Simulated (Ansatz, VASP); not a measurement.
# CaO: VASP beside Ansatz

```
Ca O
1.0
     0.00000    2.35404    2.35404
     2.35404    0.00000    2.35404
     2.35404    2.35404    0.00000
Ca O
1 1
Direct
  0.00000 0.00000 0.00000
  0.50000 0.50000 0.50000
```

Alike in both runs: functional LDA; k mesh 8 × 8 × 8; occupations gaussian, width 0.02 eV; no spin polarisation.

Ansatz relaxed the structure, and its values are those at the end. VASP's run is a single point on that final structure, the one shown.

|  | VASP | Ansatz |
| --- | --- | --- |
| version | VASP 6.6.1 | Ansatz 0.2.0 |
| potentials or method | VASP PAW LDA potentials, release 64 (Ca_sv, O), cutoff 520 eV | scalar-relativistic, plane waves, PAW |
| valence electrons in the cell | 16 | 16 |

|  | VASP | Ansatz | Ansatz less VASP |
| --- | --- | --- | --- |
| gap on the k mesh at the Fermi level (eV) | 3.42 | 3.45 | +0.032 |
| least direct gap on the mesh (eV) | 3.78 | 3.81 | +0.031 |
| pressure (GPa) | 1.0 | 0.0 | -1.00 |

LDA's correlation is that of Perdew and Zunger in VASP and of Perdew and Wang (1992) in Ansatz.
